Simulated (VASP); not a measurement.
## InP: single point with PBEsol

Crystal: InP.

```
CELL_PARAMETERS angstrom
0.00000 3.31498 2.93050
3.31498 0.00000 2.93050
3.31498 3.31498 0.00000
ATOMIC_POSITIONS crystal
In 0.00000 0.00000 0.00000
P 0.75000 0.75000 0.75000
```

This cell differs from its parent crystal: strain +0.1312 x Voigt [1, 1, 0, 0, 0, 0].

| Item | Value |
| --- | --- |
| Program | VASP 6.6.1 |
| Task | single point |
| Functional | PBEsol |
| Potentials or basis | VASP PAW PBE potentials, release 64 (In_d, P) |
| Cutoff | 520 eV |
| k mesh | 8 × 8 × 8 |
| Occupations | gaussian, width 0.05 eV |
| Spin | no spin polarisation |
| Dipole correction | no |
| Further INCAR settings | ALGO = Normal; EDIFF = 1e-06; NBANDS = 16 |

The pressure is -9.1 GPa and the band gap on the k mesh is 0.24 eV, indirect (least direct gap 0.39 eV).

Stress tensor (GPa, compression positive):
```
-10.46   0.00   0.00
  0.00 -10.46   0.00
  0.00   0.00  -6.25
```

Levels at points of the mesh, in eV from the valence-band top:
| k point | band 5 | band 6 | band 7 | band 8 | band 9 | band 10 | band 11 | band 12 | band 13 | band 14 |
| --- | --- | --- | --- | --- | --- | --- | --- | --- | --- | --- |
| (0.00, 0.00, 0.00) | -13.80 | -10.12 | -0.76 | -0.15 | -0.15 | 0.24 | 3.83 | 4.06 | 4.06 | 7.28 |
| (0.50, 0.00, 0.00) | -13.79 | -9.06 | -4.72 | -0.97 | -0.41 | 0.71 | 4.31 | 4.97 | 6.25 | 8.25 |
| (0.50, 0.50, 0.00) | -13.78 | -8.51 | -4.53 | -1.98 | -1.98 | 1.42 | 1.71 | 7.86 | 7.86 | 8.24 |
| (0.50, 0.00, 0.50) | -13.79 | -8.74 | -5.08 | -1.45 | -1.42 | 2.11 | 2.31 | 7.31 | 7.34 | 7.86 |

It took 52 s on 1 thread of Intel(R) Xeon(R) 6975P-C (Granite Rapids) (shared host), peak memory 0.23 GiB.

Caveat: the cell differs from its parent crystal (strain +0.1312 x Voigt [1, 1, 0, 0, 0, 0]); the PAW data sets were made with another functional, which shifts forces and pressure a little; spin-orbit coupling is left out, which moves the levels of the heavy elements. A k mesh can miss the band edges.
